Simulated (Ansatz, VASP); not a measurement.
Two plane-wave programs on AlRh

```
Al Rh
1.0
     2.97732    0.00000    0.00000
     0.00000    2.97732    0.00000
     0.00000    0.00000    2.97732
Al Rh
1 1
Cartesian
  0.0000 0.0000 0.0000
  1.4887 1.4887 1.4887
```

Alike in both runs: task single point; functional LDA; k mesh 6 × 6 × 6; occupations gaussian, width 0.1 eV; no spin polarisation.

|  | VASP | Ansatz |
| --- | --- | --- |
| version | VASP 6.6.1 | Ansatz 0.2.0 |
| potentials or method | VASP PAW LDA potentials, release 64 (Al, Rh_pv), cutoff 500 eV | scalar-relativistic, plane waves, PAW |
| valence electrons in the cell | 18 | 20 |

Ansatz gave:

```
gap on the k mesh at the Fermi level (eV) : none
pressure (GPa)                            : -5.9
```

What did VASP give for the same quantities?

gap on the k mesh at the Fermi level (eV): none; pressure (GPa): -5.4.

LDA's correlation is that of Perdew and Zunger in VASP and of Perdew and Wang (1992) in Ansatz. A gap of «none» marks a metal or a gap that the smearing closes. VASP's potentials hold 18 valence electrons a cell and Ansatz's 20, so a difference there can come from the potentials and not from the codes.
